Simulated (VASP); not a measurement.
Set up this calculation in VASP 6.6.1, as the native input.

```yaml
Task: single point
Functional: PBE
Potentials_or_basis: VASP PAW PBE potentials, release 64 (Pb_d)
Cutoff: 520 eV
k_mesh: 12 × 12 × 8
Occupations: gaussian, width 0.1 eV
Spin: no spin polarisation
Dipole_correction: no
Further_INCAR_settings: ALGO = Normal; EDIFF = 1e-06; NBANDS = 21
```

The structure of Pb lies in POSCAR:

```
Pb
1.0
    3.5173062980      0.0093264019     -0.0812928161
   -1.7505762481      3.0456929580      0.1310594782
   -0.1305824000      0.1677000000      5.6967131000
Pb
2
Direct
    0.3053161093      0.5979885431      0.2747728086
    0.6946838907      0.4020114569      0.7252271914
```

This cell differs from its parent crystal: atoms moved at random and the cell strained at random.

One way to write it, as run:

INCAR

```
PREC = Accurate
ENCUT = 520
EDIFF = 1E-6
ISMEAR = 0
SIGMA = 0.1
LREAL = F
LASPH = T
NELM = 100
ALGO = Normal
ISIF = 2
LWAVE = F
LCHARG = T
GGA = PE
LELF = T
LVHAR = T
NBANDS = 21
```

KPOINTS

```
Automatic mesh
0
Gamma
  12 12 8
```

Potentials or basis: VASP PAW PBE potentials, release 64 (Pb_d).

Command:

```console
$ cat potpaw_PBE.64/Pb_d/POTCAR > POTCAR
$ mpirun -np 1 vasp_std > vasp.out
```

It gave:

The pressure is 3.7 GPa, the largest force is 0.997 eV/Å and the band gap on the k mesh is zero (band 14 reaches 12.13 eV, above the bottom of band 15 at 5.11 eV).

Caveat: the cell differs from its parent crystal (atoms moved at random and the cell strained at random); spin-orbit coupling is left out, which moves the levels of the heavy elements.

It took 5.9 min on 1 thread of Intel(R) Xeon(R) Platinum 8488C (Sapphire Rapids), with other jobs on the host, peak memory 0.63 GiB.
